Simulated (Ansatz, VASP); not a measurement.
## Two plane-wave programs on Ni

```
Ni
1.0
     0.00000    1.72920    1.72920
     1.72920    0.00000    1.72920
     1.72920    1.72920    0.00000
Ni
1
Direct
  0.50000 0.50000 0.50000
```

Alike in both runs: task relaxation of cell and atoms; functional PBEsol; k mesh 28 × 28 × 28; occupations gaussian, width 0.1 eV; no spin polarisation.

|  | VASP | Ansatz |
| --- | --- | --- |
| version | VASP 6.6.1 | Ansatz 0.2.0 |
| potentials or method | VASP PAW PBE potentials, release 64 (Ni), cutoff 600 eV | scalar-relativistic, plane waves, PAW |
| valence electrons in the cell | 10 | 18 |

Ansatz gave:

```
gap on the k mesh at the Fermi level, each at its own relaxed structure (eV) : none
relaxed volume (Å³/atom)                                                     : 10.33
relaxed cell length with the largest relative difference (Å)                 : 2.444
```

**Question.** What did VASP give for the same quantities?

**Answer.** gap on the k mesh at the Fermi level, each at its own relaxed structure (eV): none; relaxed volume (Å³/atom): 10.32; relaxed cell length with the largest relative difference (Å): 2.444.

VASP's potentials were made for PBE, not for PBEsol. A gap of «none» marks a metal or a gap that the smearing closes. VASP's potentials hold 10 valence electrons a cell and Ansatz's 18, so a difference there can come from the potentials and not from the codes.
